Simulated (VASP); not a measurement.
Si (a cell with a defect): single point with PBEsol

The system is Si (a cell with a defect).

```
CELL_PARAMETERS angstrom
0.00000 5.43000 5.43000
5.43000 0.00000 5.43000
5.43000 5.43000 0.00000
ATOMIC_POSITIONS crystal
Si 0.00049 0.99964 0.99983
Si 0.12354 0.12257 0.12260
Si 0.99753 0.99697 0.50268
Si 0.12343 0.12273 0.63108
Si 0.99751 0.50262 0.99699
Si 0.12340 0.63089 0.12285
Si 0.99744 0.50273 0.50283
Si 0.12658 0.62441 0.62447
Si 0.50368 0.99655 0.99659
Si 0.63175 0.12254 0.12271
Si 0.50356 0.99672 0.50290
Si 0.62528 0.12628 0.62408
Si 0.50350 0.50272 0.99685
Si 0.62526 0.62400 0.12628
Si 0.50033 0.49985 0.49988
Si 0.62521 0.62416 0.62433
Si 0.25069 0.24957 0.24976
```

| Quantity | Value |
| --- | --- |
| Program | VASP 6.6.1 |
| Task | single point |
| Functional | PBEsol |
| Potentials or basis | VASP PAW PBE potentials, release 64 (Si) |
| Cutoff | 520 eV |
| k mesh | 2 × 2 × 2 |
| Occupations | gaussian, width 0.02 eV |
| Spin | no spin polarisation |
| Dipole correction | no |
| Further INCAR settings | LREAL = Auto; ALGO = Normal; EDIFF = 1e-06; NBANDS = 48 |

- Pressure: 3.5 GPa
- Largest force: 0.020 eV/Å
- Band gap on the k mesh: zero (bands 34 and 35 overlap by 0.25 eV)

Forces in eV/Å, atoms in the order of the input:
```
Si   0.003 -0.001  0.000
Si  -0.008 -0.005 -0.006
Si  -0.011  0.009  0.005
Si   0.005  0.009 -0.007
Si  -0.010  0.006  0.008
Si   0.006 -0.007  0.010
Si  -0.008  0.008  0.007
Si   0.000  0.003  0.006
Si   0.006  0.005  0.002
Si  -0.009  0.009  0.009
Si  -0.007 -0.005  0.001
Si   0.008 -0.004 -0.015
Si  -0.007  0.003 -0.004
Si   0.011 -0.015 -0.003
Si   0.004 -0.003 -0.002
Si   0.016 -0.010 -0.006
Si   0.002 -0.003 -0.003
```

Levels at points of the mesh, in eV from the Fermi level:
```
           k point  band 30  band 31  band 32  band 33  band 34  band 35  band 36  band 37  band 38  band 39
(0.00, 0.00, 0.00)    -1.69    -0.78    -0.78    -0.77    -0.25    -0.24    -0.24     0.04     0.04     0.42
(0.50, 0.00, 0.00)    -1.52    -1.52    -1.37    -1.37    -0.34     0.51     0.51     0.86     0.87     1.28
(0.00, 0.50, 0.00)    -1.52    -1.52    -1.37    -1.37    -0.34     0.51     0.51     0.86     0.87     1.28
(0.00, 0.00, 0.50)    -1.52    -1.52    -1.37    -1.37    -0.34     0.51     0.51     0.86     0.87     1.28
(0.50, 0.50, 0.50)    -1.52    -1.52    -1.37    -1.37    -0.34     0.51     0.51     0.86     0.87     1.28
(0.50, 0.50, 0.00)    -1.96    -1.96    -1.83    -0.97     0.01     0.71     1.03     1.03     1.13     1.89
(0.00, 0.50, 0.50)    -1.96    -1.96    -1.83    -0.97     0.01     0.71     1.03     1.04     1.13     1.89
(0.50, 0.00, 0.50)    -1.96    -1.96    -1.83    -0.97     0.01     0.71     1.03     1.04     1.13     1.89
```

It took 6.7 min on 1 thread of Intel Xeon 8259CL, on a shared host, peak memory 0.47 GiB.

Caveat: the k points lie up to 0.50 Å⁻¹ apart; the PAW data sets were made with another functional, which shifts forces and pressure a little.
